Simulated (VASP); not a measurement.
# CuO (C2/c) in VASP: notebook

Aim: see how the results for CuO move with the level of theory and the settings. Levels: PBE+U, r2SCAN+U. Tasks: single point.

Everything below comes from runs of VASP 6.6.1. Logs are shortened: lines on timing, memory, paths and dates and some standing lists are left out, and cuts for length are marked.

## 1. The cell of the first run

Symmetry: C2/c, No. 15, monoclinic system. The conventional cell has a = 4.684 Å, b = 3.423 Å, c = 5.129 Å, α = 90.00°, β = 99.54°, γ = 90.00°. Within 2.6 Å of Cu (site symmetry -1) lie 4 O at 1.95 to 1.96 Å. O (site symmetry 2) has 6 Cu at 1.95 to 2.78 Å and 6 O at 2.62 to 2.90 Å within 3.0 Å.

## 2. Single point, PBE+U

The input, INCAR:

```
PREC = Accurate ; ENCUT = 520
EDIFF = 1E-6 ; ISMEAR = -1
SIGMA = 0.05 ; LREAL = F
LASPH = T ; NELM = 150
ALGO = Normal ; ISIF = 2
LWAVE = F ; LCHARG = F
LMAXMIX = 4 ; LDAU = T
LDAUTYPE = 2 ; LDAUL = 2 -1
LDAUU = 4.5 0 ; LDAUJ = 0 0
LDAUPRINT = 1 ; GGA = PE
NBANDS = 25
```

The input, KPOINTS:

```
Automatic mesh
0
Gamma
  10 10 5
```

The input, POSCAR:

```
CuO
1.0
    2.3418500000     -1.7113000000      0.0000000000
    2.3418500000      1.7113000000      0.0000000000
   -0.8500274268      0.0000000000      5.0578693947
Cu O
2 2
Direct
    0.5000000000      0.0000000000      0.5000000000
    0.0000000000      0.5000000000      0.0000000000
    0.4184000000      0.5816000000      0.7500000000
    0.5816000000      0.4184000000      0.2500000000
```

Potentials or basis: VASP PAW PBE potentials, release 64 (Cu, O).

Run with:

```
$ cat potpaw_PBE.64/Cu/POTCAR potpaw_PBE.64/O/POTCAR > POTCAR
$ mpirun -np 1 vasp_std > vasp.out
```

OUTCAR:

```text
PREC = Accurate
   ENCUT = 520
   EDIFF = 1E-6
   ISMEAR = -1
   LREAL = F
   LASPH = T
   NELM = 150
   ISIF = 2
   GGA = PE

 ion  position               nearest neighbor table
   1  0.500  0.000  0.500-   3 1.95   4 1.95   4 1.96   3 1.96
   2  0.000  0.500  0.000-   4 1.95   3 1.95   4 1.96   3 1.96
   3  0.418  0.582  0.750-   2 1.95   1 1.95   2 1.96   1 1.96
   4  0.582  0.418  0.250-   1 1.95   2 1.95   2 1.96   1 1.96

  LATTYP: Found a base centered monoclinic cell.
 ALAT       =     4.6837000000
 B/A-ratio  =     0.7307470589
 C/A-ratio  =     1.0950317057
 COS(beta)  =    -0.1657361228

  Lattice vectors:

 A1 = (   2.3418500000,  -1.7113000000,   0.0000000000)
 A2 = (   2.3418500000,   1.7113000000,   0.0000000000)
 A3 = (  -0.8500274268,   0.0000000000,   5.0578693947)

Analysis of symmetry for initial positions (statically):
=====================================================================
 Subroutine PRICEL returns:
 Original cell was already a primitive cell.

 Routine SETGRP: Setting up the symmetry group for a
 base centered monoclinic supercell.

 Subroutine GETGRP returns: Found  4 space group operations
 (whereof  2 operations were pure point group operations)
 out of a pool of  4 trial point group operations.

The static configuration has the point symmetry S_2 .
 The point group associated with its full space group is C_2h.

Analysis of symmetry for dynamics (positions and initial velocities):
=====================================================================
 Subroutine PRICEL returns:
 Original cell was already a primitive cell.

 Routine SETGRP: Setting up the symmetry group for a
 base centered monoclinic supercell.

 Subroutine GETGRP returns: Found  4 space group operations
 (whereof  2 operations were pure point group operations)
 out of a pool of  4 trial point group operations.

The dynamic configuration has the point symmetry S_2 .
 The point group associated with its full space group is C_2h.

 Subroutine INISYM returns: Found  4 space group operations
 (whereof  2 operations are pure point group operations),
 and found     1 'primitive' translations

----------------------------------------------------------------------------------------

                                     Primitive cell

  volume of cell :      40.5399

  direct lattice vectors                    reciprocal lattice vectors
     2.341850000 -1.711300000  0.000000000     0.213506416 -0.292175539  0.035881968
     2.341850000  1.711300000  0.000000000     0.213506416  0.292175539  0.035881968
    -0.850027427  0.000000000  5.057869395     0.000000000  0.000000000  0.197711709

  length of vectors
     2.900484289  2.900484289  5.128800000     0.363646877  0.363646877  0.197711709

  position of ions in fractional coordinates (direct lattice)
     0.500000000  0.000000000  0.500000000
     0.000000000  0.500000000  0.000000000
     0.418400000  0.581600000  0.750000000
     0.581600000  0.418400000  0.250000000

  ion indices of the primitive-cell ions
   primitive index   ion index
                 1           1
                 2           2
                 3           3
                 4           4

----------------------------------------------------------------------------------------

 KPOINTS: Automatic mesh

Automatic generation of k-mesh.
[... 98 lines left out ...]
   IVDW    =     0    specifies the selected vdW correction
   LEPSILON=     F    determine dielectric tensor
   LRPA    =     F    only Hartree local field effects (RPA)
 non-spin polarized calculation
  energy-cutoff  :      520.00
  volume of cell :       40.54
 maximum number of plane-waves:      1129
 NGX is ok and might be reduce to    24
   NGX = 11   NGY = 11   NGZ = 19

atom =   1  type =  1  l = 2

 onsite density matrix

spin component  1

  0.9541 -0.0111 -0.0101 -0.0069  0.0024
 -0.0111  0.9057 -0.0011 -0.0804  0.0253
 -0.0101 -0.0011  0.9696 -0.0022 -0.0008
 -0.0069 -0.0804 -0.0022  0.8590  0.0327
  0.0024  0.0253 -0.0008  0.0327  0.9555

spin component  2

  0.9541 -0.0111 -0.0101 -0.0069  0.0024
 -0.0111  0.9057 -0.0011 -0.0804  0.0253
 -0.0101 -0.0011  0.9696 -0.0022 -0.0008
 -0.0069 -0.0804 -0.0022  0.8590  0.0327
  0.0024  0.0253 -0.0008  0.0327  0.9555

 occupancies and eigenvectors

  o =  0.7874  v = -0.0749 -0.5833 -0.0158 -0.7725  0.2390  0.0000  0.0000  0.0000  0.0000  0.0000      0.0000  0.0000  0.0000  0.0000  0.0000  0.0000  0.0000  0.0000  0.0000  0.0000
  o =  0.7874  v =  0.0000  0.0000  0.0000  0.0000  0.0000 -0.0749 -0.5833 -0.0158 -0.7725  0.2390      0.0000  0.0000  0.0000  0.0000  0.0000  0.0000  0.0000  0.0000  0.0000  0.0000
  o =  0.9490  v =  0.8730  0.1488  0.4205 -0.1823  0.0752  0.0000  0.0000  0.0000  0.0000  0.0000      0.0000  0.0000  0.0000  0.0000  0.0000  0.0000  0.0000  0.0000  0.0000  0.0000
  o =  0.9490  v =  0.0000  0.0000  0.0000  0.0000  0.0000  0.8730  0.1488  0.4205 -0.1823  0.0752      0.0000  0.0000  0.0000  0.0000  0.0000  0.0000  0.0000  0.0000  0.0000  0.0000
  o =  0.9649  v =  0.0219  0.3375 -0.2397 -0.4894 -0.7672  0.0000  0.0000  0.0000  0.0000  0.0000      0.0000  0.0000  0.0000  0.0000  0.0000  0.0000  0.0000  0.0000  0.0000  0.0000
  o =  0.9649  v =  0.0000  0.0000  0.0000  0.0000  0.0000  0.0219  0.3375 -0.2397 -0.4894 -0.7672      0.0000  0.0000  0.0000  0.0000  0.0000  0.0000  0.0000  0.0000  0.0000  0.0000
  o =  0.9671  v =  0.0000  0.0000  0.0000  0.0000  0.0000  0.1121 -0.6889  0.2558  0.3229 -0.5858      0.0000  0.0000  0.0000  0.0000  0.0000  0.0000  0.0000  0.0000  0.0000  0.0000
  o =  0.9671  v =  0.1121 -0.6889  0.2558  0.3229 -0.5858  0.0000  0.0000  0.0000  0.0000  0.0000      0.0000  0.0000  0.0000  0.0000  0.0000  0.0000  0.0000  0.0000  0.0000  0.0000
  o =  0.9755  v =  0.0000  0.0000  0.0000  0.0000  0.0000 -0.4682  0.2216  0.8367 -0.1619 -0.0740      0.0000  0.0000  0.0000  0.0000  0.0000  0.0000  0.0000  0.0000  0.0000  0.0000
  o =  0.9755  v = -0.4682  0.2216  0.8367 -0.1619 -0.0740  0.0000  0.0000  0.0000  0.0000  0.0000      0.0000  0.0000  0.0000  0.0000  0.0000  0.0000  0.0000  0.0000  0.0000  0.0000

atom =   2  type =  1  l = 2

 onsite density matrix

spin component  1

  0.9541 -0.0111  0.0101  0.0069 -0.0024
 -0.0111  0.9057  0.0011  0.0804 -0.0253
  0.0101  0.0011  0.9696 -0.0022 -0.0008
  0.0069  0.0804 -0.0022  0.8590  0.0327
 -0.0024 -0.0253 -0.0008  0.0327  0.9555

spin component  2

  0.9541 -0.0111  0.0101  0.0069 -0.0024
 -0.0111  0.9057  0.0011  0.0804 -0.0253
  0.0101  0.0011  0.9696 -0.0022 -0.0008
  0.0069  0.0804 -0.0022  0.8590  0.0327
 -0.0024 -0.0253 -0.0008  0.0327  0.9555

 occupancies and eigenvectors

  o =  0.7874  v =  0.0749  0.5833 -0.0158 -0.7725  0.2390  0.0000  0.0000  0.0000  0.0000  0.0000      0.0000  0.0000  0.0000  0.0000  0.0000  0.0000  0.0000  0.0000  0.0000  0.0000
  o =  0.7874  v =  0.0000  0.0000  0.0000  0.0000  0.0000  0.0749  0.5833 -0.0158 -0.7725  0.2390      0.0000  0.0000  0.0000  0.0000  0.0000  0.0000  0.0000  0.0000  0.0000  0.0000
  o =  0.9490  v =  0.8730  0.1488 -0.4205  0.1823 -0.0752  0.0000  0.0000  0.0000  0.0000  0.0000      0.0000  0.0000  0.0000  0.0000  0.0000  0.0000  0.0000  0.0000  0.0000  0.0000
  o =  0.9490  v =  0.0000  0.0000  0.0000  0.0000  0.0000  0.8730  0.1488 -0.4205  0.1823 -0.0752      0.0000  0.0000  0.0000  0.0000  0.0000  0.0000  0.0000  0.0000  0.0000  0.0000
  o =  0.9649  v = -0.0219 -0.3375 -0.2397 -0.4894 -0.7672  0.0000  0.0000  0.0000  0.0000  0.0000      0.0000  0.0000  0.0000  0.0000  0.0000  0.0000  0.0000  0.0000  0.0000  0.0000
  o =  0.9649  v =  0.0000  0.0000  0.0000  0.0000  0.0000 -0.0219 -0.3375 -0.2397 -0.4894 -0.7672      0.0000  0.0000  0.0000  0.0000  0.0000  0.0000  0.0000  0.0000  0.0000  0.0000
  o =  0.9671  v =  0.0000  0.0000  0.0000  0.0000  0.0000 -0.1121  0.6889  0.2558  0.3229 -0.5858      0.0000  0.0000  0.0000  0.0000  0.0000  0.0000  0.0000  0.0000  0.0000  0.0000
  o =  0.9671  v = -0.1121  0.6889  0.2558  0.3229 -0.5858  0.0000  0.0000  0.0000  0.0000  0.0000      0.0000  0.0000  0.0000  0.0000  0.0000  0.0000  0.0000  0.0000  0.0000  0.0000
  o =  0.9755  v =  0.0000  0.0000  0.0000  0.0000  0.0000 -0.4682  0.2216 -0.8367  0.1619  0.0740      0.0000  0.0000  0.0000  0.0000  0.0000  0.0000  0.0000  0.0000  0.0000  0.0000
  o =  0.9755  v = -0.4682  0.2216 -0.8367  0.1619  0.0740  0.0000  0.0000  0.0000  0.0000  0.0000      0.0000  0.0000  0.0000  0.0000  0.0000  0.0000  0.0000  0.0000  0.0000  0.0000

 number of electron      34.0000001 magnetization

 Free energy of the ion-electron system (eV)
  ---------------------------------------------------
  ext. energy  EPLUGINS =         0.00000000
  ---------------------------------------------------
  free energy    TOTEN  =       -16.54808088 eV

  energy without entropy =      -16.53057435  energy(sigma->0) =      -16.53932762

 E-fermi :   5.2724     XC(G=0): -11.8517

 val. band max:        5.2689717671   @ k =   0.2000   0.2000   0.4000
 cond. band min:       5.2933101668   @ k =   0.4000  -0.0000   0.0000
 fundamental gap:      0.0243383997
 Fermi energy:         5.2724121134

 k-point     1 :       0.0000    0.0000    0.0000
  band No.  band energies     occupation
      1     -14.3555      2.00000
      2     -13.0251      2.00000
      3      -2.7694      2.00000
      4      -0.3677      2.00000
      5      -0.0569      2.00000
      6       1.1496      2.00000
[... 661 lines left out ...]
     24      19.0577      0.00000
     25      20.0038      0.00000

 [... further k-points ...]

------------------------ aborting loop because EDIFF is reached ----------------------------------------

  FORCE on cell =-STRESS in cart. coord.  units (eV):
  Direction    XX          YY          ZZ          XY          YZ          ZX
  --------------------------------------------------------------------------------------
  -------------------------------------------------------------------------------------
  Total        0.8037431      1.0232026      0.5104637      0.0000000      0.0000000     -0.1621916
  in kB       31.7647172     40.4379721     20.1740267      0.0000000      0.0000000     -6.4099730
  external PRESSURE =      30.7922387 kB  Pullay stress =       0.0000000 kB

 VOLUME and BASIS-vectors are now :
 -----------------------------------------------------------------------------
  energy-cutoff  :      520.00
  volume of cell :       40.54
      direct lattice vectors                 reciprocal lattice vectors
     2.341850000 -1.711300000  0.000000000     0.213506416 -0.292175539  0.035881968
     2.341850000  1.711300000  0.000000000     0.213506416  0.292175539  0.035881968
    -0.850027427  0.000000000  5.057869395     0.000000000  0.000000000  0.197711709

 POSITION                                       TOTAL-FORCE (eV/Angst)
 -----------------------------------------------------------------------------------
      0.74591     -0.85565      2.52893        -0.000000      0.000000      0.000000
      1.17092      0.85565      0.00000        -0.000000      0.000000      0.000000
      1.70433      0.27928      3.79340         0.000000     -0.181487      0.000000
      2.12934     -0.27928      1.26447         0.000000      0.181487      0.000000
 -----------------------------------------------------------------------------------
    total drift:                                0.000000      0.000000     -0.000000

  FREE ENERGIE OF THE ION-ELECTRON SYSTEM (eV)
  ---------------------------------------------------
  free  energy   TOTEN  =       -16.5480808813 eV

  energy  without entropy=      -16.5305743505  energy(sigma->0) =      -16.53932762
```

It took 84 s on 1 thread of AMD EPYC 9R45 (Zen 5), shared host; peak memory 0.22 GiB.

What came out:

- Free energy: -16.5481 eV
- Pressure: 3.1 GPa
- Largest force: 0.181 eV/Å
- Band gap on the k mesh: zero (bands 17 and 18 overlap by 0.64 eV)

Forces on the atoms (eV/Å):
```
Cu   0.000  0.000  0.000
Cu   0.000  0.000  0.000
O    0.000 -0.181  0.000
O    0.000  0.181  0.000
```

Stress tensor (GPa, compression positive):
```
 3.18  0.00 -0.64
 0.00  4.04  0.00
-0.64  0.00  2.02
```

Levels at points of the mesh, in eV from the Fermi level:
```
           k point  band 13  band 14  band 15  band 16  band 17  band 18  band 19  band 20  band 21  band 22
(0.00, 0.00, 0.00)    -2.79    -2.77    -2.42    -2.35     0.23     0.97     1.95     6.53     8.45    13.91
(0.50, 0.00, 0.00)    -2.93    -2.30    -2.07    -1.79     0.07     0.32     5.37     6.82     7.29    11.50
(0.50, 0.50, 0.00)    -3.13    -3.03    -1.96    -1.92    -0.95     1.13     3.88     7.54     9.07    10.42
```

Eigenvalues of the final occupation matrices:
| site | spin | trace | eigenvalues |
| --- | --- | --- | --- |
| site 1 d | 1 | 4.64 | 0.79 0.95 0.96 0.97 0.98 |
| site 1 d | 2 | 4.64 | 0.79 0.95 0.96 0.97 0.98 |
| site 2 d | 1 | 4.64 | 0.79 0.95 0.96 0.97 0.98 |
| site 2 d | 2 | 4.64 | 0.79 0.95 0.96 0.97 0.98 |

Caveat: the cell stands under pressure; U without spin polarisation on a metal has little footing.

(Part 1 of 2 ends here.)

The gap in the log of VASP goes by the Fermi energy; the results here count the filled bands.